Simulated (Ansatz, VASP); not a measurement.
# Two plane-wave programs on MoS2

```
CELL_PARAMETERS angstrom
2.99445 0.00000 0.00000
-1.49722 2.92432 0.00000
0.00000 0.00000 14.51045
ATOMIC_POSITIONS crystal
Mo 0.33333 0.66667 0.25000
Mo 0.66667 0.33333 0.75000
S 0.33333 0.66667 0.64232
S 0.66667 0.33333 0.14232
S 0.33333 0.66667 0.85768
S 0.66667 0.33333 0.35768
```

Change from the starting cell: strain -0.0600 x Voigt [1, -1, 0, 0, 0, 0], atoms carried along.

Alike in both runs: task single point; functional PBE; k mesh 12 × 12 × 2; occupations gaussian, width 0.05 eV; no spin polarisation.

|  | VASP | Ansatz |
| --- | --- | --- |
| version | VASP 6.6.1 | Ansatz 0.2.0 |
| potentials or method | VASP PAW PBE potentials, release 64 (Mo_sv, S), cutoff 520 eV | scalar-relativistic, plane waves, PAW |
| valence electrons in the cell | 52 | 52 |

|  | VASP | Ansatz | Ansatz less VASP |
| --- | --- | --- | --- |
| gap on the k mesh at the Fermi level (eV) | 1.55 | 1.54 | -0.013 |
| least direct gap on the mesh (eV) | 1.62 | 1.62 | -0.004 |
| pressure (GPa) | 1.3 | 1.4 | +0.11 |
| traceless stress, the component that is largest in VASP (GPa) | 9.92 | 9.89 | -0.028 |
| rms of the force components (eV/Å) | 0.220 | 0.222 | +0.0021 |

Atom by atom the forces differ by 0.006 eV/Å (rms over components).
